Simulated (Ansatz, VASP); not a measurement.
## C in VASP and in Ansatz

```
C
1.0
     0.00000    1.79388    1.75367
     1.79388    0.00000    1.75367
     1.79388    1.79388    0.00000
C
2
Direct
  0.00000 0.00000 0.00000
  0.25000 0.25000 0.25000
```

Change from the starting cell: z stretched by -1.5 % at fixed volume, crystal datasets.

Alike in both runs: task electric field gradients; functional r2SCAN; k mesh 14 × 14 × 14; occupations fermi-dirac, width 0.03 eV; no spin polarisation.

|  | VASP | Ansatz |
| --- | --- | --- |
| version | VASP 6.6.1 | Ansatz 0.2.0 |
| potentials or method | VASP PAW PBE potentials, release 64 (C), cutoff 520 eV | all-electron PAW with datasets made for the crystal, scalar-relativistic |

VASP gave:

- gap on the k mesh at the Fermi level (eV): 3.72
- pressure (GPa): 1.0
- traceless stress, the component that is largest in VASP (GPa): 14.60
- size of Vzz on the site where it differs most (V/Å²): 0.9

Question: Which values does Ansatz return?

Answer: gap on the k mesh at the Fermi level (eV): 3.75; pressure (GPa): -0.3; traceless stress, the component that is largest in VASP (GPa): 14.65; size of Vzz on the site where it differs most (V/Å²): 1.0.

VASP's potentials were made for PBE, not for r2SCAN. Ansatz ran all-electron here, and VASP with PAW potentials.
